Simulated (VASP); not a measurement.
# Hf (Fd-3m) in VASP: a series of runs, part 2 of 2

VASP 6.6.1. Earlier steps stand in the parts before.

## Step 4: Single point, LDA

This run uses another cell than the first one, of 30.37 Å³/atom, 1.015 times its volume.

INCAR reads:

```
PREC     = Accurate       # precision mode
ENCUT    = 520            # plane-wave cutoff, eV
EDIFF    = 1E-6           # SCF threshold, eV
ISMEAR   = -1             # smearing method
SIGMA    = 0.1            # smearing width, eV
LREAL    = False          # projectors in reciprocal space
LASPH    = True           # aspherical terms in the spheres
NELM     = 60             # most SCF steps
ALGO     = Normal         # electronic algorithm
ISIF     = 2              # what is computed and relaxed
LWAVE    = False          # write WAVECAR
LCHARG   = False          # write CHGCAR
GGA      = CA             # functional
NBANDS   = 17             # bands
```

KPOINTS reads:

```
regular mesh
0
Gamma
  6 6 6
```

POSCAR reads:

```
Hf
1.0
    0.0000000000      3.1198332146      3.1198332146
    3.1198332146      0.0000000000      3.1198332146
    3.1198332146      3.1198332146      0.0000000000
Hf
2
Direct
    0.0000000000      0.0000000000      0.0000000000
    0.2500000000      0.2500000000      0.2500000000
```

Command:

```
cat potpaw_LDA.64/Hf_pv/POTCAR > POTCAR
mpirun -np 1 vasp_std > vasp.out
```

Run time: 6.3 s. Hardware: 1 thread of Intel Xeon 6975P-C (Granite Rapids), shared host; peak memory 0.16 GiB.

Results (log left out):

* Free energy: -15.9956 eV
* Pressure: -0.4 GPa
* Band gap on the k mesh: zero (band 10 reaches 2.44 eV, above the bottom of band 11 at 1.80 eV)

Levels at points of the mesh, in eV from the Fermi level:
```
           k point  band 8  band 9  band 10  band 11  band 12  band 13
(0.00, 0.00, 0.00)   -0.59   -0.59     0.17     0.17     0.17     2.30
(0.50, 0.00, 0.00)   -1.03   -0.52    -0.52     0.13     0.13     0.18
(0.50, 0.50, 0.00)   -1.67   -0.86    -0.86     0.25     0.25     2.20
```

Caveat: spin-orbit coupling is left out, which moves the levels of the heavy elements.

## Step 5: Single point, LDA

This run uses another cell than the first one, of 30.82 Å³/atom, 1.030 times its volume.

INCAR reads:

```
  PREC = Accurate
  ENCUT = 520
  EDIFF = 1E-6
  ISMEAR = -1
  SIGMA = 0.1
  LREAL = F
  LASPH = T
  NELM = 60
  ALGO = Normal
  ISIF = 2
  LWAVE = F
  LCHARG = F
  NBANDS = 17
```

KPOINTS is that of step 4.

POSCAR reads:

```
Hf
1.0
    0.0000000000      3.1353550284      3.1353550284
    3.1353550284      0.0000000000      3.1353550284
    3.1353550284      3.1353550284      0.0000000000
Hf
2
Direct
    0.0000000000      0.0000000000      0.0000000000
    0.2500000000      0.2500000000      0.2500000000
```

Command:

```
cat potpaw_LDA.64/Hf_pv/POTCAR > POTCAR
mpirun -np 1 vasp_std > vasp.out
```

Wall time 6.2 s (1 thread of Intel Xeon 6975P-C (Granite Rapids), shared host); peak memory 0.16 GiB.

The run converged. Its results:

- Free energy: -15.9927 eV
- Pressure: -0.7 GPa
- Band gap on the k mesh: zero (band 10 reaches 2.37 eV, above the bottom of band 11 at 1.68 eV)

Levels at points of the mesh, in eV from the Fermi level:
| k point | band 7 | band 8 | band 9 | band 10 | band 11 | band 12 | band 13 | band 14 |
| --- | --- | --- | --- | --- | --- | --- | --- | --- |
| (0.00, 0.00, 0.00) | -5.34 | -0.55 | -0.55 | 0.17 | 0.17 | 0.17 | 2.27 | 2.27 |
| (0.50, 0.00, 0.00) | -2.97 | -1.00 | -0.49 | -0.49 | 0.14 | 0.14 | 0.15 | 3.47 |
| (0.50, 0.50, 0.00) | -1.62 | -1.62 | -0.89 | -0.89 | 0.26 | 0.26 | 2.19 | 2.19 |

Caveat: spin-orbit coupling is left out, which moves the levels of the heavy elements.

## Step 6: Relaxation of cell and atoms, LDA

This run uses another cell than the first one, of 29.08 Å³/atom, 0.972 times its volume.

INCAR reads:

```
ALGO = Normal
EDIFF = 1E-6
EDIFFG = -0.01
ENCUT = 600
GGA = CA
IBRION = 2
ISIF = 3
ISMEAR = -1
LASPH = True
LCHARG = False
LREAL = False
LWAVE = False
NELM = 60
NSW = 80
PREC = Accurate
SIGMA = 0.1
```

KPOINTS reads:

```
k-points
0
Gamma
  6 6 6
```

POSCAR reads:

```
Hf
1.0
    0.0000000000      3.0750000000      3.0750000000
    3.0750000000      0.0000000000      3.0750000000
    3.0750000000      3.0750000000      0.0000000000
Hf
2
Direct
    0.0000000000      0.0000000000      0.0000000000
    0.2500000000      0.2500000000      0.2500000000
```

Potentials or basis: VASP PAW LDA potentials, release 64 (Hf_pv).

Command:

```
cat potpaw_LDA.64/Hf_pv/POTCAR > POTCAR
mpirun -np 1 vasp_std > vasp.out
```

OUTCAR:

```text
EDIFF = 1E-6
   EDIFFG = -0.01
   ENCUT = 600
   GGA = CA
   IBRION = 2
   ISIF = 3
   ISMEAR = -1
   LASPH = True
   LREAL = False
   NELM = 60
   NSW = 80
   PREC = Accurate

 ion  position               nearest neighbor table
   1  0.000  0.000  0.000-   2 2.66   2 2.66   2 2.66   2 2.66
   2  0.250  0.250  0.250-   1 2.66   1 2.66   1 2.66   1 2.66

  LATTYP: Found a face centered cubic cell.
 ALAT       =     6.1500000000

  Lattice vectors:

 A1 = (   0.0000000000,   3.0750000000,   3.0750000000)
 A2 = (   3.0750000000,   0.0000000000,   3.0750000000)
 A3 = (   3.0750000000,   3.0750000000,   0.0000000000)

Analysis of symmetry for initial positions (statically):
=====================================================================
 Subroutine PRICEL returns:
 Original cell was already a primitive cell.

 Routine SETGRP: Setting up the symmetry group for a
 face centered cubic supercell.

 Subroutine GETGRP returns: Found 48 space group operations
 (whereof 24 operations were pure point group operations)
 out of a pool of 48 trial point group operations.

The static configuration has the point symmetry T_d .
 The point group associated with its full space group is O_h .

Analysis of symmetry for dynamics (positions and initial velocities):
=====================================================================
 Subroutine PRICEL returns:
 Original cell was already a primitive cell.

 Routine SETGRP: Setting up the symmetry group for a
 face centered cubic supercell.

 Subroutine GETGRP returns: Found 48 space group operations
 (whereof 24 operations were pure point group operations)
 out of a pool of 48 trial point group operations.

The dynamic configuration has the point symmetry T_d .
 The point group associated with its full space group is O_h .

 Subroutine INISYM returns: Found 48 space group operations
 (whereof 24 operations are pure point group operations),
 and found     1 'primitive' translations

[... 100 lines left out ...]
   ISMEAR =    -1;   SIGMA  =   0.10  broadening in eV -4-tet -1-fermi 0-gaus
   EFERMI_NEDOS =   21; number of points for ismear=-14 and -15
   IALGO  =     38    algorithm
   IMIX   =      4    mixing-type and parameters
     AMIX     =   0.40;   BMIX     =  1.00
     AMIX_MAG =   1.60;   BMIX_MAG =  1.00
  volume/ion in A,a.u.               =      29.08       196.21
  Fermi-wavevector in a.u.,A,eV,Ry     =   1.146999  2.167514 17.899916  1.315607
  Thomas-Fermi vector in A             =   2.283681
   LORBIT       =      0    0 simple, 1 ext, 2 COOP (PROOUT), +10 PAW based schemes
   GGA     = CA    functional components
   LHFCALC =     F    Hartree Fock is set to
   AEXX    =    0.0000 exact exchange contribution
   IVDW    =     0    specifies the selected vdW correction
   LEPSILON=     F    determine dielectric tensor
   LRPA    =     F    only Hartree local field effects (RPA)
 conjugate gradient relaxation of ions
 non-spin polarized calculation
  energy-cutoff  :      600.00
  volume of cell :       58.15
 maximum number of plane-waves:      1964
   NGX = 17   NGY = 17   NGZ = 17

--------------------------------------- Ionic step        1  -------------------------------------------

 number of electron      19.9999998 magnetization

 Free energy of the ion-electron system (eV)
  ---------------------------------------------------
  ext. energy  EPLUGINS =         0.00000000
  ---------------------------------------------------
  free energy    TOTEN  =       -15.99237769 eV

  energy without entropy =      -15.83897036  energy(sigma->0) =      -15.91567402

------------------------ aborting loop because EDIFF is reached ----------------------------------------

  FORCE on cell =-STRESS in cart. coord.  units (eV):
  Direction    XX          YY          ZZ          XY          YZ          ZX
  --------------------------------------------------------------------------------------
  -------------------------------------------------------------------------------------
  Total        0.2710447      0.2710447      0.2710447     -0.0000000     -0.0000000      0.0000000
  in kB        7.4676885      7.4676885      7.4676885     -0.0000000     -0.0000000      0.0000000
  external PRESSURE =       7.4676885 kB  Pullay stress =       0.0000000 kB
[... 59 lines left out ...]
--------------------------------------- Ionic step        3  -------------------------------------------

 number of electron      20.0000001 magnetization

 Free energy of the ion-electron system (eV)
  ---------------------------------------------------
  ext. energy  EPLUGINS =         0.00000000
  ---------------------------------------------------
  free energy    TOTEN  =       -15.99642175 eV

  energy without entropy =      -15.83475600  energy(sigma->0) =      -15.91558887

 E-fermi :   2.2182     XC(G=0):  -9.8738

 val. band max:        2.2065531564   @ k =   0.5000   0.3333   0.1667
 cond. band min:       2.2500988659   @ k =  -0.3333   0.1667   0.0000
 fundamental gap:      0.0435457094
 Fermi energy:         2.2181793817

 k-point     1 :       0.0000    0.0000    0.0000
  band No.  band energies     occupation
      1     -28.5757      2.00000
      2     -28.5757      2.00000
      3     -28.5757      2.00000
      4     -27.6753      2.00000
      5     -27.6753      2.00000
      6     -27.6753      2.00000
      7      -3.1939      2.00000
      8       1.5971      1.99599
      9       1.5971      1.99599
     10       2.3920      0.29909
     11       2.3920      0.29909
     12       2.3920      0.29909
     13       4.5468      0.00000
     14       4.5468      0.00000
[... 282 lines left out ...]
  FREE ENERGIE OF THE ION-ELECTRON SYSTEM (eV)
  ---------------------------------------------------
  free  energy   TOTEN  =       -15.9964217473 eV

  energy  without entropy=      -15.8347559982  energy(sigma->0) =      -15.91558887

 reached required accuracy - stopping structural energy minimisation
```

OSZICAR:

```text
N       E                     dE             d eps       ncg     rms          rms(c)
DAV:   1     0.625232690990E+02    0.62523E+02   -0.12234E+04   448   0.146E+03
DAV:   2    -0.135733040017E+02   -0.76097E+02   -0.74917E+02   562   0.287E+02
DAV:   3    -0.162679709074E+02   -0.26947E+01   -0.26072E+01   606   0.350E+01
[... 21 lines left out ...]
DAV:   3    -0.159965001571E+02    0.14673E-02   -0.48790E-03   502   0.465E-01    0.123E-01
DAV:   4    -0.159964292795E+02    0.70878E-04   -0.20323E-04   554   0.106E-01    0.638E-02
DAV:   5    -0.159964201391E+02    0.91404E-05   -0.57971E-05   496   0.484E-02    0.225E-02
DAV:   6    -0.159964217748E+02   -0.16357E-05   -0.47857E-06   536   0.123E-02    0.436E-03
DAV:   7    -0.159964217473E+02    0.27529E-07   -0.63050E-08   224   0.197E-03
   3 F= -.15996422E+02 E0= -.15915589E+02  d E =-.404406E-02
```

Wall time 12 s (1 thread of Intel Xeon 6975P-C (Granite Rapids), shared host); peak memory 0.17 GiB.

What came out:

- Free energy: -15.9964 eV
- Relaxed volume: 29.92 Å³/atom
- Relaxed cell: a = 4.391 Å, b = 4.391 Å, c = 4.391 Å, α = 60.00°, β = 60.00°, γ = 60.00°
- Space group after relaxing (to 0.05 Å): Fd-3m (No. 227)
- Energy gained by relaxing: 2.0 meV/atom
- Ionic steps: 3
- Pressure after relaxing: 0.0 GPa
- Band gap on the k mesh: zero (band 10 reaches 2.52 eV, above the bottom of band 11 at 1.91 eV)

The path:
| step | energy change (eV) | largest force (eV/Å) | pressure (GPa) | volume (Å³) |
| --- | --- | --- | --- | --- |
| 1 | 0.0000 | 0.0000 | 0.75 | 58.15 |
| 2 | -0.0036 | 0.0000 | 0.25 | 59.30 |
| 3 | -0.0040 | 0.0000 | 0.02 | 59.85 |

Final structure:
```
CELL_PARAMETERS angstrom
0.00000 3.10462 3.10462
3.10462 0.00000 3.10462
3.10462 3.10462 0.00000
ATOMIC_POSITIONS crystal
Hf 0.00000 0.00000 0.00000
Hf 0.25000 0.25000 0.25000
```

Caveat: spin-orbit coupling is left out, which moves the levels of the heavy elements.

## Step 7: Overview

| task | cell | cutoff (eV) | gap on the mesh (eV) | pressure (GPa) |
| --- | --- | --- | --- | --- |
| single point | a = 4.390 Å, angles 60.0°, 2 atoms | 520 | none | 0.0 |
| single point | a = 4.412 Å, angles 60.0°, 2 atoms | 520 | none | -0.4 |
| single point | a = 4.434 Å, angles 60.0°, 2 atoms | 520 | none | -0.7 |
| relaxation of cell and atoms | relaxed from a = 4.349 Å, angles 60.0°, 2 atoms | 600 | none | 0.0 |

Alike in all rows: level LDA; potentials or basis VASP PAW LDA potentials, release 64 (Hf_pv); no spin polarisation; k mesh 6 × 6 × 6; smearing fermi-dirac 0.1 eV.

Caveats: spin-orbit coupling is left out, which moves the levels of the heavy elements.

Total energies depend on the potentials used, so only differences within one code and one set of settings carry meaning.
